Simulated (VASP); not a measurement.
# Al18H3C in VASP: notebook

The runs below take Al18H3C through single point, with LDA.

Everything below comes from runs of VASP 6.6.1. Logs are shortened: lines on timing, memory, paths and dates and some standing lists are left out, and cuts for length are marked.

## Step 1: The cell of the first run

The cell holds a slab with vacuum, 22 atoms: a = 5.728 Å, b = 8.591 Å, c = 17.677 Å, α = 90.00°, β = 90.00°, γ = 60.00°.

## Step 2: Single point, LDA

INCAR

```
  PREC = Accurate
  ENCUT = 520
  EDIFF = 1E-6
  ISMEAR = -1
  SIGMA = 0.15
  LREAL = Auto
  LASPH = True
  NELM = 100
  ALGO = Normal
  ISIF = 2
  LWAVE = False
  LCHARG = False
  GGA = CA
  NBANDS = 48
```

KPOINTS

```
Automatic mesh
0
Gamma
  3 2 1
```

POSCAR

```
Al18H3C
1.0
    5.7275650000      0.0000000000      0.0000000000
    4.2956740000      7.4403250000      0.0000000000
    0.0000000000      0.0000000000     17.6765370000
Al C H
18 1 3
Direct
    0.1666684695      0.1111107378      0.0565721668
    0.6666715249      0.1111107378      0.0565721668
    0.1666708227      0.4444429511      0.0565721668
    0.6666738781      0.4444429511      0.0565721668
    0.1666731759      0.7777751644      0.0565721668
    0.6666762313      0.7777751644      0.0565721668
   -0.1666734956      0.2222080353      0.1888492073
    0.3333167786      0.2222483561      0.1888435501
   -0.1666590850      0.5555940097      0.1888378929
    0.3333218328      0.5555536889      0.1888605217
   -0.1666687892      0.8888724619      0.1888435501
    0.3333517256      0.8888724619      0.1888378929
    0.0000000000      0.0000000000      0.3210300751
    0.5000030554      0.0000000000      0.3210300751
   -0.0000003478      0.3333590939      0.3210866472
    0.5000046848      0.3334262952      0.3213242503
    0.0000074073      0.6666375461      0.3210696756
    0.5000158647      0.6665837850      0.3212789926
    0.5476096525      0.4789306919      0.5338036517
    0.7658434208      0.3948349030      0.5361570538
    0.4565095570      0.6244216482      0.5359533940
    0.4218527673      0.4172129578      0.5360665384
```

Potentials or basis: VASP PAW LDA potentials, release 64 (Al, C, H).

Command:

```bash
cat potpaw_LDA.64/Al/POTCAR potpaw_LDA.64/C/POTCAR potpaw_LDA.64/H/POTCAR > POTCAR
mpirun -np 1 vasp_std > vasp.out
```

OUTCAR:

```text
PREC = Accurate
   ENCUT = 520
   EDIFF = 1E-6
   ISMEAR = -1
   LREAL = Auto
   LASPH = True
   NELM = 100
   ISIF = 2
   GGA = CA

 ion  position               nearest neighbor table
   1  0.167  0.111  0.057-  12 2.86   8 2.86   7 2.86   4 2.86   2 2.86   3 2.86   5 2.86   2 2.86
                             6 2.86
   2  0.667  0.111  0.057-   7 2.86   8 2.86  11 2.86   1 2.86   3 2.86   4 2.86   6 2.86   5 2.86
                             1 2.86
   3  0.167  0.444  0.057-   8 2.86   9 2.86   6 2.86   4 2.86   2 2.86   5 2.86   1 2.86   4 2.86
                            10 2.86
   4  0.667  0.444  0.057-   9 2.86   1 2.86   3 2.86   5 2.86   6 2.86   2 2.86   7 2.86   3 2.86
                            10 2.86
   5  0.167  0.778  0.057-  12 2.86  11 2.86   6 2.86   4 2.86   3 2.86   1 2.86   2 2.86   6 2.86
                            10 2.86
   6  0.667  0.778  0.057-   9 2.86  12 2.86  11 2.86   3 2.86   5 2.86   4 2.86   2 2.86   5 2.86
                             1 2.86
   7  0.833  0.222  0.189-  13 2.86  15 2.86   2 2.86   8 2.86   1 2.86   4 2.86  11 2.86  10 2.86
                            12 2.86   8 2.86   9 2.86  16 2.87
   8  0.333  0.222  0.189-  14 2.86  15 2.86   3 2.86  10 2.86   7 2.86   1 2.86   2 2.86   9 2.86
                             7 2.86  11 2.86  12 2.86  16 2.87
   9  0.833  0.556  0.189-  17 2.86  11 2.86  15 2.86   6 2.86  10 2.86  12 2.86   3 2.86   4 2.86
[... 4 lines left out ...]
                             2 2.86   7 2.86  12 2.86   8 2.86
  12  0.333  0.889  0.189-  14 2.86  13 2.86   9 2.86   5 2.86   6 2.86   1 2.86  11 2.86  10 2.86
                             7 2.86  11 2.86   8 2.86  18 2.87
  13  0.000  0.000  0.321-   7 2.86  11 2.86  12 2.86  14 2.86  14 2.86  15 2.86  17 2.86  16 2.86
                            18 2.86
  14  0.500  0.000  0.321-  11 2.86  12 2.86   8 2.86  13 2.86  13 2.86  15 2.86  17 2.86  18 2.86
                            16 2.86
  15  1.000  0.333  0.321-   8 2.86  18 2.86  17 2.86   7 2.86   9 2.86  16 2.86  14 2.86  13 2.86
                            16 2.86
  16  0.500  0.333  0.321-  18 2.86  17 2.86  15 2.86  15 2.86  13 2.86  14 2.86  10 2.87   7 2.87
                             8 2.87
  17  0.000  0.667  0.321-  10 2.86   9 2.86  11 2.86  16 2.86  15 2.86  18 2.86  14 2.86  18 2.86
                            13 2.86
  18  0.500  0.667  0.321-  16 2.86  15 2.86  17 2.86  17 2.86  13 2.86  14 2.86  10 2.87   9 2.87
                            12 2.87
  19  0.548  0.479  0.534-  20 1.09  22 1.09  21 1.09
  20  0.766  0.395  0.536-  19 1.09
  21  0.457  0.624  0.536-  19 1.09
  22  0.422  0.417  0.536-  19 1.09

  LATTYP: Found a simple monoclinic cell.
 ALAT       =     5.7275650000
 B/A-ratio  =     3.0862219809
 C/A-ratio  =     1.3228756151
 COS(beta)  =    -0.1889822093

  Lattice vectors:

 A1 = (   5.7275650000,   0.0000000000,   0.0000000000)
 A2 = (   0.0000000000,   0.0000000000, -17.6765370000)
 A3 = (  -1.4318910000,   7.4403250000,   0.0000000000)

[... 175 lines left out ...]
   NELECT =      61.0000    total number of electrons
   NUPDOWN=      -1.0000    fix difference up-down
   EMIN   =  10.00;   EMAX   =-10.00  energy-range for DOS
   EFERMI =   0.00;   METHOD = LEGACY
   ISMEAR =    -1;   SIGMA  =   0.15  broadening in eV -4-tet -1-fermi 0-gaus
   EFERMI_NEDOS =   21; number of points for ismear=-14 and -15
   IALGO  =     38    algorithm
   IMIX   =      4    mixing-type and parameters
     AMIX     =   0.40;   BMIX     =  1.00
     AMIX_MAG =   1.60;   BMIX_MAG =  1.00
  volume/ion in A,a.u.               =      34.24       231.06
  Fermi-wavevector in a.u.,A,eV,Ry     =   0.708269  1.338435  6.825300  0.501645
  Thomas-Fermi vector in A             =   1.794540
   LORBIT       =      0    0 simple, 1 ext, 2 COOP (PROOUT), +10 PAW based schemes
   GGA     = CA    functional components
   LHFCALC =     F    Hartree Fock is set to
   AEXX    =    0.0000 exact exchange contribution
   IVDW    =     0    specifies the selected vdW correction
   LEPSILON=     F    determine dielectric tensor
   LRPA    =     F    only Hartree local field effects (RPA)
 non-spin polarized calculation
  energy-cutoff  :      520.00
  volume of cell :      753.28
 maximum number of plane-waves:     20332
 NGX is ok and might be reduce to    42
   NGX = 21   NGY = 31   NGZ = 65

 number of electron      61.0000000 magnetization

 Free energy of the ion-electron system (eV)
  ---------------------------------------------------
  ext. energy  EPLUGINS =         0.00000000
  ---------------------------------------------------
  free energy    TOTEN  =       -89.54273575 eV

  energy without entropy =      -88.56241157  energy(sigma->0) =      -89.05257366

 E-fermi :   0.4924     XC(G=0):  -5.6238

 val. band max:        0.4838316943   @ k =   0.0000   0.5000   0.0000
 cond. band min:       0.4940544163   @ k =   0.0000   0.0000   0.0000
 fundamental gap:      0.0102227220
 Fermi energy:         0.4923641583

 k-point     1 :       0.0000    0.0000    0.0000
  band No.  band energies     occupation
      1     -11.2862      2.00000
      2      -9.7720      2.00000
      3      -8.0505      2.00000
      4      -7.1390      2.00000
      5      -7.1362      2.00000
      6      -5.4661      2.00000
[... 169 lines left out ...]
     41       2.9860      0.00000
     42       2.9880      0.00000
 [bands above 42 left out]

------------------------ aborting loop because EDIFF is reached ----------------------------------------

  FORCE on cell =-STRESS in cart. coord.  units (eV):
  Direction    XX          YY          ZZ          XY          YZ          ZX
  --------------------------------------------------------------------------------------
  -------------------------------------------------------------------------------------
  Total      -13.2827231    -13.3170145     -3.7494216     -0.0473502      0.0019119     -0.0416691
  in kB      -28.2513094    -28.3242446     -7.9747254     -0.1007102      0.0040665     -0.0886268
  external PRESSURE =     -21.5167598 kB  Pullay stress =       0.0000000 kB

 VOLUME and BASIS-vectors are now :
 -----------------------------------------------------------------------------
  energy-cutoff  :      520.00
  volume of cell :      753.28
      direct lattice vectors                 reciprocal lattice vectors
     5.727565000  0.000000000  0.000000000     0.174594265 -0.100802054  0.000000000
     4.295674000  7.440325000  0.000000000     0.000000000  0.134402731  0.000000000
     0.000000000  0.000000000 17.676537000     0.000000000  0.000000000  0.056572167

 POSITION                                       TOTAL-FORCE (eV/Angst)
 -----------------------------------------------------------------------------------
      1.43190      0.82670      1.00000         0.001478     -0.005637      0.079283
      4.29570      0.82670      1.00000         0.000653     -0.010921      0.083624
      2.86380      3.30680      1.00000        -0.008530     -0.000221      0.067696
      5.72760      3.30680      1.00000         0.011048      0.000695      0.085856
      4.29570      5.78690      1.00000        -0.010152      0.017810      0.075193
      7.15950      5.78690      1.00000         0.010563     -0.000405      0.074768
[... 14 lines left out ...]
      5.29700      4.64590      9.47380        -0.022010      0.061370     -0.003863
      4.20840      3.10420      9.47580        -0.069298     -0.007316     -0.000916
 -----------------------------------------------------------------------------------
    total drift:                               -0.003551      0.000859      0.003575

  FREE ENERGIE OF THE ION-ELECTRON SYSTEM (eV)
  ---------------------------------------------------
  free  energy   TOTEN  =       -89.5427357502 eV

  energy  without entropy=      -88.5624115745  energy(sigma->0) =      -89.05257366
```

stdout:

```text
POSCAR found type information on POSCAR AlC H
 POSCAR found :  3 types and      22 ions
 scaLAPACK will be used
 LDA part: xc-table for (Slater(with rela. corr.)+CA(PZ))
 , standard interpolation
 -----------------------------------------------------------------------------
|                                                                             |
|           W    W    AA    RRRRR   N    N  II  N    N   GGGG   !!!           |
|           W    W   A  A   R    R  NN   N  II  NN   N  G    G  !!!           |
|           W    W  A    A  R    R  N N  N  II  N N  N  G       !!!           |
|           W WW W  AAAAAA  RRRRR   N  N N  II  N  N N  G  GGG   !            |
|           WW  WW  A    A  R   R   N   NN  II  N   NN  G    G                |
|           W    W  A    A  R    R  N    N  II  N    N   GGGG   !!!           |
|                                                                             |
|     Your reciprocal lattice and k-lattice belong to different lattice       |
|     classes:                                                                |
|                                                                             |
|        The reciprocal lattice is simple monoclinic,                         |
|        whereas your k-lattice is hexagonal.                                 |
|                                                                             |
|     Results are often still useful ...                                      |
|                                                                             |
 -----------------------------------------------------------------------------

 POSCAR, INCAR and KPOINTS ok, starting setup
 FFT: planning ... GRIDC
 FFT: planning ... GRID_SOFT
 FFT: planning ... GRID
 WAVECAR not read
 entering main loop
```

Wall time 5.6 min (1 thread of Intel Xeon Platinum 8488C (Sapphire Rapids), shared host); peak memory 0.65 GiB.

What came out:

```yaml
Free_energy: -89.5427 eV
Largest_force: 0.403 eV/Å
```

Forces on the atoms (eV/Å):
```
Al   0.001 -0.006  0.079
Al   0.001 -0.011  0.084
Al  -0.009  0.000  0.068
Al   0.011  0.001  0.086
Al  -0.010  0.018  0.075
Al   0.011  0.000  0.075
Al  -0.005 -0.003  0.001
Al   0.002  0.007 -0.003
Al   0.008  0.011 -0.008
Al  -0.004 -0.003  0.012
Al  -0.004 -0.005 -0.007
Al   0.000 -0.004 -0.007
Al  -0.002  0.000 -0.076
Al   0.002  0.000 -0.073
Al   0.009  0.006 -0.038
Al   0.014  0.021  0.108
Al  -0.007 -0.006 -0.056
Al  -0.009 -0.021  0.094
C    0.019 -0.006 -0.403
H    0.063 -0.051 -0.005
H   -0.022  0.061 -0.004
H   -0.069 -0.007 -0.001
```

Caveat: the k points lie up to 0.42 Å⁻¹ apart.

## Step 3: Single point, LDA

INCAR

```
PREC     = Accurate       # precision mode
ENCUT    = 520            # plane-wave cutoff, eV
EDIFF    = 1E-6           # SCF threshold, eV
ISMEAR   = -1             # smearing method
SIGMA    = 0.15           # smearing width, eV
LREAL    = Auto         
LASPH    = True           # aspherical terms in the spheres
NELM     = 80             # most SCF steps
ALGO     = Normal         # electronic algorithm
ISIF     = 2              # what is computed and relaxed
LWAVE    = False          # write WAVECAR
LCHARG   = False          # write CHGCAR
GGA      = CA             # functional
NBANDS   = 48             # bands
```

KPOINTS is that of step 2.

POSCAR

```
Al18H3C
1.0
    5.7275650000      0.0000000000      0.0000000000
    4.2956740000      7.4403250000      0.0000000000
    0.0000000000      0.0000000000     17.6765370000
Al C H
18 1 3
Direct
    0.1666684695      0.1111107378      0.0565721668
    0.6666715249      0.1111107378      0.0565721668
    0.1666708227      0.4444429511      0.0565721668
    0.6666738781      0.4444429511      0.0565721668
    0.1666731759      0.7777751644      0.0565721668
    0.6666762313      0.7777751644      0.0565721668
   -0.1667130927      0.2221677144      0.1888492073
    0.3332764578      0.2223021172      0.1888265784
   -0.1666349700      0.5557015319      0.1888039496
    0.3332896149      0.5555268083      0.1889114367
   -0.1666808467      0.8888187008      0.1888096068
    0.3333819662      0.8888321411      0.1888039496
   -0.0000248386     -0.0000134403      0.3207019565
    0.5000379743      0.0000000000      0.3207132709
    0.0000540077      0.3334262952      0.3209282452
    0.5000179958      0.3336413396      0.3218277426
   -0.0000120294      0.6665703447      0.3208433869
    0.5000374726      0.6663687406      0.3216919694
    0.5692022848      0.4788903711      0.5259344633
    0.7809594195      0.3969584662      0.5098849396
    0.4793932834      0.6199594776      0.5094776200
    0.4460219114      0.4197666097      0.5098792824
```

Potentials or basis: VASP PAW LDA potentials, release 64 (Al, C, H).

Command:

```bash
cat potpaw_LDA.64/Al/POTCAR potpaw_LDA.64/C/POTCAR potpaw_LDA.64/H/POTCAR > POTCAR
mpirun -np 1 vasp_std > vasp.out
```

Run time: 6.3 min. Hardware: 1 thread of Intel Xeon Platinum 8488C (Sapphire Rapids), shared host; peak memory 0.65 GiB.

The run converged. Its results:

* Free energy: -89.4031 eV
* Largest force: 1.624 eV/Å

Forces in eV/Å, atoms in the order of the input:
```
Al   0.004 -0.008  0.077
Al  -0.002 -0.011  0.082
Al  -0.006  0.000  0.065
Al   0.009  0.001  0.088
Al  -0.012  0.018  0.073
Al   0.012  0.001  0.071
Al  -0.009  0.002  0.002
Al   0.007  0.008 -0.004
Al   0.000  0.009  0.000
Al   0.003 -0.007  0.020
Al  -0.004 -0.003 -0.016
Al   0.000 -0.007 -0.010
Al   0.001  0.003 -0.054
Al   0.000  0.000 -0.053
Al   0.013 -0.003 -0.022
Al   0.008  0.003  0.064
Al  -0.011 -0.001 -0.046
Al  -0.004 -0.008  0.081
C   -0.042  0.014 -1.624
H    0.272 -0.185  0.398
H    0.054  0.330  0.402
H   -0.294 -0.156  0.406
```

Levels at points of the mesh, in eV from the Fermi level:
```csv
k point,band 28,band 29,band 30,band 31,band 32,band 33,band 34,band 35
"(0.00, 0.00, 0.00)",-0.25,-0.14,-0.14,-0.07,0.00,0.14,0.18,0.82
"(0.00, 0.50, 0.00)",-0.27,-0.22,-0.17,-0.14,-0.07,-0.01,0.03,1.30
```

Caveat: the k points lie up to 0.42 Å⁻¹ apart.

## Step 4: Single point, LDA

INCAR

```
SYSTEM = Al18H3C
  ALGO = Normal
  EDIFF = 1E-6
  ENCUT = 520
  GGA = CA
  ISIF = 2
  ISMEAR = -1
  LASPH = .True.
  LCHARG = .False.
  LREAL = Auto
  LWAVE = .False.
  NBANDS = 48
  NELM = 60
  PREC = Accurate
  SIGMA = 0.15
```

KPOINTS

```
k-points
0
Gamma
  3 2 1
  0 0 0
```

POSCAR

```
Al18H3C
1.0
    5.7275650000      0.0000000000      0.0000000000
    4.2956740000      7.4403250000      0.0000000000
    0.0000000000      0.0000000000     17.6765370000
Al C H
18 1 3
Direct
    0.1666684695      0.1111107378      0.0565721668
    0.6666715249      0.1111107378      0.0565721668
    0.1666708227      0.4444429511      0.0565721668
    0.6666738781      0.4444429511      0.0565721668
    0.1666731759      0.7777751644      0.0565721668
    0.6666762313      0.7777751644      0.0565721668
   -0.1668500671      0.2221408339      0.1888492073
    0.3332555737      0.2224230796      0.1888039496
   -0.1666337165      0.5558628151      0.1887756635
    0.3333124763      0.5554730472      0.1890132666
   -0.1666902032      0.8887380592      0.1887360630
    0.3334599069      0.8887514994      0.1887417202
   -0.0000624585      0.0000134403      0.3202324075
    0.5000554337      0.0000000000      0.3202550364
    0.0002158208      0.3334666160      0.3207076137
    0.5000984435      0.3338832645      0.3224896370
   -0.0001187632      0.6665031433      0.3204926395
    0.5000718616      0.6661133754      0.3223199205
    0.5893772788      0.4789710127      0.5093475040
    0.8082478835      0.3944451351      0.5099584834
    0.4979627197      0.6248114162      0.5096643081
    0.4630690712      0.4172667189      0.5103544886
```

Command:

```bash
cat potpaw_LDA.64/Al/POTCAR potpaw_LDA.64/C/POTCAR potpaw_LDA.64/H/POTCAR > POTCAR
mpirun -np 1 vasp_std > vasp.out
```

Run time: 6.2 min. Hardware: 1 thread of Intel Xeon Platinum 8488C (Sapphire Rapids), shared host; peak memory 0.65 GiB.

It converged, with:

```
Free energy   : -89.7668 eV
Largest force : 0.841 eV/Å
```

Forces on the atoms (eV/Å):
```
Al   0.007 -0.018  0.081
Al  -0.004 -0.016  0.089
Al  -0.005  0.001  0.061
Al   0.009  0.002  0.108
Al  -0.019  0.029  0.074
Al   0.019  0.001  0.071
Al  -0.015  0.007  0.003
Al   0.010  0.011 -0.009
Al  -0.006  0.007  0.008
Al   0.010 -0.012  0.033
Al  -0.004 -0.003 -0.027
Al  -0.002 -0.007 -0.018
Al   0.003  0.005 -0.039
Al  -0.002  0.001 -0.035
Al   0.029 -0.015  0.000
Al   0.011 -0.004  0.093
Al  -0.019  0.003 -0.043
Al  -0.004 -0.017  0.166
C    0.012 -0.003 -0.841
H    0.004 -0.004  0.064
H   -0.019  0.016  0.086
H   -0.018  0.015  0.076
```

Levels at points of the mesh, in eV from the Fermi level:
| k point | band 29 | band 30 | band 31 | band 32 | band 33 | band 34 |
| --- | --- | --- | --- | --- | --- | --- |
| (0.00, 0.00, 0.00) | -0.15 | -0.14 | -0.05 | 0.00 | 0.13 | 0.20 |
| (0.00, 0.50, 0.00) | -0.23 | -0.18 | -0.14 | -0.07 | -0.01 | 0.06 |

Caveat: the k points lie up to 0.42 Å⁻¹ apart.
